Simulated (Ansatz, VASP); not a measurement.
Given: the input of a run of VASP 6.6.1 on Ir.

POSCAR

```
Ir
1.0
    0.0000000000      1.9408081540      1.9408081540
    1.9408081540      0.0000000000      1.9408081540
    1.9408081540      1.9408081540      0.0000000000
Ir
1
Direct
    0.0000000000      0.0000000000      0.0000000000
```

INCAR.step1

```
PREC = Accurate
ENCUT = 520
EDIFF = 1E-5
ISMEAR = -1
SIGMA = 0.05
LREAL = F
LASPH = T
NELM = 60
ALGO = Normal
ISIF = 2
LWAVE = T
GGA = PE
NBANDS = 10
```

Contents of INCAR.step2:

```
PREC = Accurate
ENCUT = 520
EDIFF = 1E-7
ISMEAR = -1
SIGMA = 0.05
LREAL = F
LASPH = T
NELM = 60
ALGO = Normal
ISIF = 2
LWAVE = F
LCHARG = T
METAGGA = R2SCAN
LHFCALC = T
AEXX = 0.1
LMIXTAU = T
PRECFOCK = Normal
LELF = T
LVHAR = T
ISTART = 1
NBANDS = 10
```

Contents of KPOINTS:

```
regular mesh
0
Gamma
  6 6 6
```

Potentials or basis: VASP PAW PBE potentials, release 64 (Ir).

Command:

```bash
$ cat potpaw_PBE.64/Ir/POTCAR > POTCAR
$ cp INCAR.step1 INCAR
$ mpirun -np 1 vasp_std > vasp.out
$ cp INCAR.step2 INCAR
$ mpirun -np 1 vasp_std > vasp.out
```

Task: Translate it to Ansatz 0.2.0. Potentials there: Ansatz PAW.

Result: As run (the cutoff follows the program's own potentials):

The input input.yaml:

```yaml
crystal:
  lattice:
    - [0.0, 1.940808154, 1.940808154]
    - [1.940808154, 0.0, 1.940808154]
    - [1.940808154, 1.940808154, 0.0]
  atoms:
    - { symbol: Ir, position: [0.0, 0.0, 0.0] }
hamiltonian:
  xc: r2scanh
  pseudopotentials: { kind: paw }
kpoints:
  mp_grid: { grid: [6, 6, 6] }
scf:
  occupations: { method: fermi_dirac, width: 0.05 }
output:
  forces: true
  stress: true
  eigenvalues: true
```

Potentials or basis: Ansatz PAW.

The run is started by

```sh
$ ansatz run input.yaml --threads 2 --pin off --max-ram 5632MiB --backend cpu --events-out ev --progress --plain --runs-dir out
```

Both were run:

|  | VASP | Ansatz | Ansatz less VASP |
| --- | --- | --- | --- |
| gap on the k mesh at the Fermi level (eV) | none | none | - |
| pressure (GPa) | -11.4 | -13.8 | -2.39 |

VASP's potentials were made for PBE, not for r2SCANh. A gap of «none» marks a metal or a gap that the smearing closes. The functional is the same, so the differences come from potentials, cutoffs and numerics. VASP's potentials hold 9 valence electrons a cell and Ansatz's 17, so a difference there can come from the potentials and not from the codes.

The k mesh is coarse, so the values compare programs but aren't converged. Neither program's run includes spin-orbit coupling.
